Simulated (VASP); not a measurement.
# W (Fm-3m) in VASP: a series of runs, part 2 of 2

VASP 6.6.1. The steps go on from the part before.

## (3) Single point, PBEsol

This run uses another cell than the first one: it holds 8 atoms, not 1.

File INCAR:

```
SYSTEM = W
PREC = Accurate
ENCUT = 520
EDIFF = 1E-6
ISMEAR = 0
SIGMA = 0.15
LREAL = .FALSE.
LASPH = .TRUE.
NELM = 100
ALGO = Fast
ISIF = 2
LWAVE = .FALSE.
LCHARG = .TRUE.
GGA = PS
LELF = .TRUE.
LVHAR = .TRUE.
NBANDS = 66
```

File KPOINTS:

```
regular mesh
0
G
  8 8 8
  0 0 0
```

File POSCAR:

```
W
1.0
   -3.9979915338     -3.9979915338      0.0000000000
    0.0000000000     -3.9979915338      3.9979915338
   -3.9979915338      0.0000000000      3.9979915338
W
8
Direct
    0.5000000000      0.0000000000      0.0000000000
    0.0000000000      0.0000000000      0.0000000000
    0.5000000000      0.5000000000      0.0000000000
    0.0000000000      0.5000000000      0.0000000000
    0.5000000000      0.0000000000      0.5000000000
    0.0000000000      0.0000000000      0.5000000000
    0.5000000000      0.5000000000      0.5000000000
    0.0000000000      0.5000000000      0.5000000000
```

Potentials or basis: VASP PAW PBE potentials, release 64 (W_sv).

The run is started by

```
$ cat potpaw_PBE.64/W_sv/POTCAR > POTCAR
$ mpirun -np 1 vasp_std > vasp.out
```

OUTCAR:

```text
SYSTEM = W
   PREC = Accurate
   ENCUT = 520
   EDIFF = 1E-6
   ISMEAR = 0
   LREAL = .FALSE.
   LASPH = .TRUE.
   NELM = 100
   ISIF = 2
   GGA = PS

 ion  position               nearest neighbor table
   1  0.500  0.000  0.000-   2 2.83   3 2.83   5 2.83   5 2.83   6 2.83   7 2.83   3 2.83   4 2.83
                             7 2.83   2 2.83   4 2.83   6 2.83
   2  0.000  0.000  0.000-   1 2.83   4 2.83   6 2.83   5 2.83   6 2.83   8 2.83   3 2.83   4 2.83
                             8 2.83   1 2.83   3 2.83   5 2.83
   3  0.500  0.500  0.000-   1 2.83   4 2.83   7 2.83   5 2.83   7 2.83   8 2.83   1 2.83   2 2.83
                             5 2.83   2 2.83   4 2.83   8 2.83
   4  0.000  0.500  0.000-   2 2.83   3 2.83   8 2.83   6 2.83   7 2.83   8 2.83   1 2.83   2 2.83
                             6 2.83   1 2.83   3 2.83   7 2.83
   5  0.500  0.000  0.500-   1 2.83   6 2.83   7 2.83   1 2.83   2 2.83   3 2.83   3 2.83   7 2.83
                             8 2.83   2 2.83   6 2.83   8 2.83
   6  0.000  0.000  0.500-   2 2.83   5 2.83   8 2.83   1 2.83   2 2.83   4 2.83   4 2.83   7 2.83
                             8 2.83   1 2.83   5 2.83   7 2.83
   7  0.500  0.500  0.500-   3 2.83   5 2.83   8 2.83   1 2.83   3 2.83   4 2.83   1 2.83   5 2.83
                             6 2.83   4 2.83   6 2.83   8 2.83
[... 1865 lines left out ...]
     65      12.6231      0.00000
     66      12.6231      0.00000

 [... further k-points ...]

------------------------ aborting loop because EDIFF is reached ----------------------------------------

  FORCE on cell =-STRESS in cart. coord.  units (eV):
  Direction    XX          YY          ZZ          XY          YZ          ZX
  --------------------------------------------------------------------------------------
  -------------------------------------------------------------------------------------
  Total        0.5769726      0.5769726      0.5769726      0.0000000      0.0000000     -0.0000000
  in kB        7.2328622      7.2328622      7.2328622      0.0000000      0.0000000     -0.0000000
  external PRESSURE =       7.2328622 kB  Pullay stress =       0.0000000 kB

 VOLUME and BASIS-vectors are now :
 -----------------------------------------------------------------------------
  energy-cutoff  :      520.00
  volume of cell :      127.81
      direct lattice vectors                 reciprocal lattice vectors
    -3.997991534 -3.997991534  0.000000000    -0.125062796 -0.125062796 -0.125062796
     0.000000000 -3.997991534  3.997991534     0.125062796 -0.125062796  0.125062796
    -3.997991534  0.000000000  3.997991534    -0.125062796  0.125062796  0.125062796

 POSITION                                       TOTAL-FORCE (eV/Angst)
 -----------------------------------------------------------------------------------
     -1.99900     -1.99900      0.00000         0.000000      0.000000     -0.000000
      0.00000      0.00000      0.00000         0.000000     -0.000000      0.000000
     -1.99900     -3.99799      1.99900        -0.000000     -0.000000      0.000000
      0.00000     -1.99900      1.99900        -0.000000      0.000000     -0.000000
     -3.99799     -1.99900      1.99900        -0.000000      0.000000     -0.000000
     -1.99900      0.00000      1.99900        -0.000000      0.000000      0.000000
     -3.99799     -3.99799      3.99799         0.000000      0.000000      0.000000
     -1.99900     -1.99900      3.99799         0.000000     -0.000000     -0.000000
 -----------------------------------------------------------------------------------
    total drift:                                0.000000     -0.000000     -0.000000

  FREE ENERGIE OF THE ION-ELECTRON SYSTEM (eV)
  ---------------------------------------------------
  free  energy   TOTEN  =      -106.5235025308 eV

  energy  without entropy=     -106.4119311575  energy(sigma->0) =     -106.46771684
```

OSZICAR:

```text
N       E                     dE             d eps       ncg     rms          rms(c)
DAV:   1     0.160846899440E+04    0.16085E+04   -0.63293E+04  3836   0.202E+03
DAV:   2     0.656692151277E+01   -0.16019E+04   -0.15658E+04  3828   0.663E+02
DAV:   3    -0.106034131393E+03   -0.11260E+03   -0.10368E+03  4368   0.156E+02
DAV:   4    -0.111688238295E+03   -0.56541E+01   -0.52913E+01  4646   0.287E+01
DAV:   5    -0.111844025534E+03   -0.15579E+00   -0.15448E+00  4574   0.464E+00    0.585E+01
RMM:   6    -0.107578287513E+03    0.42657E+01   -0.55304E+00  3967   0.114E+01    0.240E+01
RMM:   7    -0.106518773507E+03    0.10595E+01   -0.46029E+00  4174   0.935E+00    0.184E+00
RMM:   8    -0.106516424399E+03    0.23491E-02   -0.39951E-01  4738   0.223E+00    0.838E-01
RMM:   9    -0.106522780756E+03   -0.63564E-02   -0.84897E-02  4708   0.109E+00    0.437E-01
RMM:  10    -0.106523182258E+03   -0.40150E-03   -0.15820E-02  4505   0.593E-01    0.391E-01
RMM:  11    -0.106523409119E+03   -0.22686E-03   -0.50205E-03  5115   0.284E-01    0.453E-02
RMM:  12    -0.106523490516E+03   -0.81397E-04   -0.83598E-04  5360   0.134E-01    0.281E-02
RMM:  13    -0.106523502962E+03   -0.12447E-04   -0.11745E-04  5168   0.478E-02    0.493E-02
RMM:  14    -0.106523501858E+03    0.11048E-05   -0.32015E-05  4552   0.281E-02    0.779E-03
RMM:  15    -0.106523502531E+03   -0.67311E-06   -0.60176E-06  3428   0.101E-02
   1 F= -.10652350E+03 E0= -.10646772E+03  d E =-.111571E+00
```

stdout:

```text
POSCAR found type information on POSCAR W
 POSCAR found :  1 types and       8 ions
 scaLAPACK will be used
 -----------------------------------------------------------------------------
|                                                                             |
|                                                                             |
|     You enforced a specific xc type in the INCAR file but a different       |
|     I HOPE YOU KNOW WHAT YOU ARE DOING!                                     |
|                                                                             |
 -----------------------------------------------------------------------------

 LDA part: xc-table for (Slater+PW92), standard interpolation
 POSCAR, INCAR and KPOINTS ok, starting setup
 FFT: planning ... GRIDC
 FFT: planning ... GRID_SOFT
 FFT: planning ... GRID
 WAVECAR not read
 entering main loop
WARNING in EDDRMM: call to ZHEGV failed, returncode =   8  4     66
```

It took 4.1 min on 1 thread of AMD EPYC 7R13 (Zen 3), shared host; peak memory 0.31 GiB.

Results:

```
Free energy            : -106.5235 eV
Pressure               : 0.7 GPa
Band gap on the k mesh : zero (bands 56 and 57 overlap by 0.93 eV)
```

Caveat: the PAW data sets were made with another functional, which shifts forces and pressure a little; spin-orbit coupling is left out, which moves the levels of the heavy elements.

## (4) Single point, PBEsol

This run uses another cell than the first one, of the same volume but with other edges.

File INCAR:

```
  PREC = Accurate
  ENCUT = 520
  EDIFF = 1E-6
  ISMEAR = 0
  SIGMA = 0.15
  LREAL = F
  LASPH = T
  NELM = 100
  ALGO = Normal
  ISIF = 2
  LWAVE = F
  LCHARG = T
  GGA = PS
  LELF = T
  LVHAR = T
  NBANDS = 13
```

File KPOINTS:

```
regular mesh
0
Gamma
  26 26 26
```

File POSCAR:

```
W
1.0
    0.0000000000      1.9989957667      1.9989957667
    1.9989957667      0.0000000000      1.9989957667
    1.9989957667      1.9989957667      0.0000000000
W
1
Direct
    0.0000000000      0.0000000000      0.0000000000
```

The run is started by

```
$ cat potpaw_PBE.64/W_sv/POTCAR > POTCAR
$ mpirun -np 1 vasp_std > vasp.out
```

It took 39 s on 1 thread of Intel Xeon Platinum 8488C (Sapphire Rapids), shared host; peak memory 0.22 GiB.

Results (log left out):

- Free energy: -13.3162 eV
- Pressure: 0.6 GPa
- Band gap on the k mesh: zero (bands 7 and 8 overlap by 3.81 eV)

Levels at points of the mesh, in eV from the Fermi level:
```
           k point  band 4  band 5  band 6  band 7  band 8  band 9  band 10  band 11
(0.00, 0.00, 0.00)  -37.16   -9.14   -0.59   -0.59   -0.59    2.65     2.65    12.86
(0.50, 0.00, 0.00)  -37.33   -5.76   -0.84   -0.84    0.74    5.24     5.24    10.69
(0.50, 0.50, 0.00)  -37.62   -5.69   -4.69    3.22    5.20    6.01     6.01    11.97
```

Caveat: the PAW data sets were made with another functional, which shifts forces and pressure a little; spin-orbit coupling is left out, which moves the levels of the heavy elements.

## (5) Single point, PBEsol

This run uses another cell than the first one, of the same volume but with other edges.

File INCAR:

```
SYSTEM = W
PREC = Accurate
ENCUT = 520
EDIFF = 1E-6
ISMEAR = 0
SIGMA = 0.15
LREAL = .False.
LASPH = .True.
NELM = 100
ALGO = Normal
ISIF = 2
LWAVE = .False.
LCHARG = .True.
GGA = PS
LELF = .True.
LVHAR = .True.
NBANDS = 13
```

File KPOINTS:

```
regular mesh
0
Gamma
  28 28 28
  0 0 0
```

POSCAR is that of step 4.

Potentials or basis: VASP PAW PBE potentials, release 64 (W_sv).

The run is started by

```
$ cat potpaw_PBE.64/W_sv/POTCAR > POTCAR
$ mpirun -np 1 vasp_std > vasp.out
```

OUTCAR:

```text
SYSTEM = W
   PREC = Accurate
   ENCUT = 520
   EDIFF = 1E-6
   ISMEAR = 0
   LREAL = .False.
   LASPH = .True.
   NELM = 100
   ISIF = 2
   GGA = PS

 ion  position               nearest neighbor table
   1  0.000  0.000  0.000-

  LATTYP: Found a face centered cubic cell.
 ALAT       =     3.9979915334

  Lattice vectors:

 A1 = (   0.0000000000,   1.9989957667,   1.9989957667)
 A2 = (   1.9989957667,   0.0000000000,   1.9989957667)
 A3 = (   1.9989957667,   1.9989957667,   0.0000000000)

Analysis of symmetry for initial positions (statically):
=====================================================================
 Subroutine PRICEL returns:
 Original cell was already a primitive cell.

 Routine SETGRP: Setting up the symmetry group for a
 face centered cubic supercell.

 Subroutine GETGRP returns: Found 48 space group operations
 (whereof 48 operations were pure point group operations)
 out of a pool of 48 trial point group operations.

The static configuration has the point symmetry O_h .

Analysis of symmetry for dynamics (positions and initial velocities):
=====================================================================
 Subroutine PRICEL returns:
 Original cell was already a primitive cell.

 Routine SETGRP: Setting up the symmetry group for a
 face centered cubic supercell.

 Subroutine GETGRP returns: Found 48 space group operations
 (whereof 48 operations were pure point group operations)
 out of a pool of 48 trial point group operations.

The dynamic configuration has the point symmetry O_h .

 Subroutine INISYM returns: Found 48 space group operations
 (whereof 48 operations are pure point group operations),
 and found     1 'primitive' translations

[... 113 lines left out ...]
  volume/ion in A,a.u.               =      15.98       107.81
  Fermi-wavevector in a.u.,A,eV,Ry     =   1.566615  2.960473 33.392545  2.454283
  Thomas-Fermi vector in A             =   2.668917
   LORBIT       =      0    0 simple, 1 ext, 2 COOP (PROOUT), +10 PAW based schemes
   GGA     = PS    functional components
   LHFCALC =     F    Hartree Fock is set to
   AEXX    =    0.0000 exact exchange contribution
   IVDW    =     0    specifies the selected vdW correction
   LEPSILON=     F    determine dielectric tensor
   LRPA    =     F    only Hartree local field effects (RPA)
 non-spin polarized calculation
 Gauss-broadening in eV      SIGMA  =   0.15
  energy-cutoff  :      520.00
  volume of cell :       15.98
 maximum number of plane-waves:       444
 NGX is ok and might be reduce to    24

 number of electron      14.0000000 magnetization

 Free energy of the ion-electron system (eV)
  ---------------------------------------------------
  ext. energy  EPLUGINS =         0.00000000
  ---------------------------------------------------
  free energy    TOTEN  =       -13.31623423 eV

  energy without entropy =      -13.30200066  energy(sigma->0) =      -13.30911745

 E-fermi :  10.6826     XC(G=0): -13.7069

 val. band max:       10.6817571088   @ k =  -0.1071   0.1071   0.0000
 cond. band min:      10.6875020252   @ k =  -0.2500   0.1071   0.0357
 fundamental gap:      0.0057449163
 Fermi energy:        10.6825684110

 k-point     1 :       0.0000    0.0000    0.0000
  band No.  band energies     occupation
      1     -62.8889      2.00000
      2     -26.4792      2.00000
      3     -26.4792      2.00000
      4     -26.4792      2.00000
      5       1.5438      2.00000
      6      10.0944      2.00000
      7      10.0944      2.00000
      8      10.0944      2.00000
      9      13.3333      0.00000
     10      13.3333      0.00000
     11      23.5509      0.00000
     12      28.8649      0.00000
     13      28.8649      0.00000
[... 354 lines left out ...]
  band No.  band energies     occupation
      1     -62.8059      2.00000
      2     -27.3586      2.00000
      3     -26.6100      2.00000
      4     -26.5928      2.00000
      5       4.5082      2.00000
      6       9.2686      2.00000
      7      10.2787      1.99986
      8      10.4046      1.99123
      9      13.8467      0.00000
     10      14.3927      0.00000
     11      23.0253      0.00000
     12      27.3153      0.00000
     13      33.1472      0.00000

 [... further k-points ...]

------------------------ aborting loop because EDIFF is reached ----------------------------------------

  FORCE on cell =-STRESS in cart. coord.  units (eV):
  Direction    XX          YY          ZZ          XY          YZ          ZX
  --------------------------------------------------------------------------------------
  -------------------------------------------------------------------------------------
  Total        0.0717341      0.0717341      0.0717341      0.0000000      0.0000000      0.0000000
  in kB        7.1940059      7.1940059      7.1940059      0.0000000      0.0000000      0.0000000
  external PRESSURE =       7.1940059 kB  Pullay stress =       0.0000000 kB

 VOLUME and BASIS-vectors are now :
 -----------------------------------------------------------------------------
  energy-cutoff  :      520.00
  volume of cell :       15.98
      direct lattice vectors                 reciprocal lattice vectors
     0.000000000  1.998995767  1.998995767    -0.250125592  0.250125592  0.250125592
     1.998995767  0.000000000  1.998995767     0.250125592 -0.250125592  0.250125592
     1.998995767  1.998995767  0.000000000     0.250125592  0.250125592 -0.250125592

 POSITION                                       TOTAL-FORCE (eV/Angst)
 -----------------------------------------------------------------------------------
      0.00000      0.00000      0.00000         0.000000      0.000000      0.000000
 -----------------------------------------------------------------------------------
    total drift:                               -0.000000      0.000000      0.000000

  FREE ENERGIE OF THE ION-ELECTRON SYSTEM (eV)
  ---------------------------------------------------
  free  energy   TOTEN  =       -13.3162342299 eV

  energy  without entropy=      -13.3020006611  energy(sigma->0) =      -13.30911745
```

Wall time 47 s (1 thread of Intel Xeon Platinum 8488C (Sapphire Rapids), shared host); peak memory 0.24 GiB.

What came out:

```
Free energy            : -13.3162 eV
Pressure               : 0.7 GPa
Band gap on the k mesh : zero (bands 7 and 8 overlap by 3.82 eV)
```

Levels at points of the mesh, in eV from the Fermi level:
```tsv
k point	band 4	band 5	band 6	band 7	band 8	band 9	band 10	band 11
(0.00, 0.00, 0.00)	-37.16	-9.14	-0.59	-0.59	-0.59	2.65	2.65	12.87
(0.50, 0.00, 0.00)	-37.33	-5.75	-0.83	-0.83	0.74	5.25	5.25	10.69
(0.50, 0.50, 0.00)	-37.62	-5.68	-4.68	3.23	5.20	6.02	6.02	11.98
```

Caveat: the PAW data sets were made with another functional, which shifts forces and pressure a little; spin-orbit coupling is left out, which moves the levels of the heavy elements.

## (6) Summary

```csv
cell,k mesh,gap on the mesh (eV),pressure (GPa)
"a = 5.654 Å, angles 60.0°, 8 atoms, atomic positions A",8 × 8 × 8,none,0.7
"a = 2.827 Å, angles 60.0°, 1 atom, atomic positions B",26 × 26 × 26,none,0.6
"a = 2.827 Å, angles 60.0°, 1 atom, atomic positions B",28 × 28 × 28,none,0.7
```

Alike in all rows: task single point; level PBEsol; potentials or basis VASP PAW PBE potentials, release 64 (W_sv); no spin polarisation; cutoff (eV) 520; smearing gaussian 0.15 eV.

Caveats: the PAW data sets were made with another functional, which shifts forces and pressure a little; spin-orbit coupling is left out, which moves the levels of the heavy elements.

Absolute energies hang on the potentials; compare differences alone.
